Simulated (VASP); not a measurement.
AgCl:

```
Ag Cl
1.0
     0.00000    2.77266    2.77266
     2.77266    0.00000    2.77266
     2.77266    2.77266    0.00000
Ag Cl
1 1
Direct
  0.00000 0.00000 0.00000
  0.50000 0.50000 0.50000
```

* Program: VASP 6.6.1
* Task: relaxation of cell and atoms
* Functional: PBEsol
* Potentials or basis: VASP PAW PBE potentials, release 64 (Ag, Cl)
* Cutoff: 600 eV
* k mesh: 8 × 8 × 8
* Occupations: gaussian, width 0.02 eV
* Spin: no spin polarisation

At the start: pressure -2.7 GPa; volume 21.32 Å³/atom.

Where does the relaxation end?

Over 3 steps the energy falls by 10.0 meV/atom and the volume is 20.19 Å³/atom (-5.3 %); space group Fm-3m (No. 225, to 0.05 Å).

The path:
```tsv
step	energy change (eV)	largest force (eV/Å)	pressure (GPa)	volume (Å³)
1	0.0000	0.0000	-2.68	42.63
2	-0.0200	0.0000	-0.13	40.47
3	-0.0200	0.0000	-0.01	40.38
```

Final structure:
```
Ag Cl
1.0
     0.00000    2.72297    2.72297
     2.72297    0.00000    2.72297
     2.72297    2.72297    0.00000
Ag Cl
1 1
Direct
  0.00000 0.00000 0.00000
  0.50000 0.50000 0.50000
```

Caveat: the PAW data sets were made with another functional, which shifts forces and pressure a little.
